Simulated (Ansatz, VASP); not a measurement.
# One calculation of SrTe, two programs

```
Sr Te
1.0
     0.00000    3.31889    3.31889
     3.31889    0.00000    3.31889
     3.31889    3.31889    0.00000
Sr Te
1 1
Direct
  0.00000 0.00000 0.00000
  0.50000 0.50000 0.50000
```

Alike in both runs: task single point; functional r2SCAN; k mesh 6 × 6 × 6; no spin polarisation.

|  | VASP | Ansatz |
| --- | --- | --- |
| version | VASP 6.6.1 | Ansatz 0.2.0 |
| potentials or method | VASP PAW PBE potentials, release 64 (Sr_sv, Te) | plane waves, PAW |
| plane-wave cutoff (eV) | 550 | 500 |
| occupations | gaussian, width 0.01 eV | fixed |
| valence electrons in the cell | 16 | 26 |

Ansatz gave:

| Property | Result |
| --- | --- |
| gap on the k mesh at the Fermi level (eV) | 2.09 |
| pressure (GPa) | 1.1 |

Q: Which values does VASP return?

A: gap on the k mesh at the Fermi level (eV): 2.07; pressure (GPa): 1.3.

VASP's potentials were made for PBE, not for r2SCAN. VASP's potentials hold 16 valence electrons a cell and Ansatz's 26, so a difference there can come from the potentials and not from the codes.

Spin-orbit coupling is off throughout.
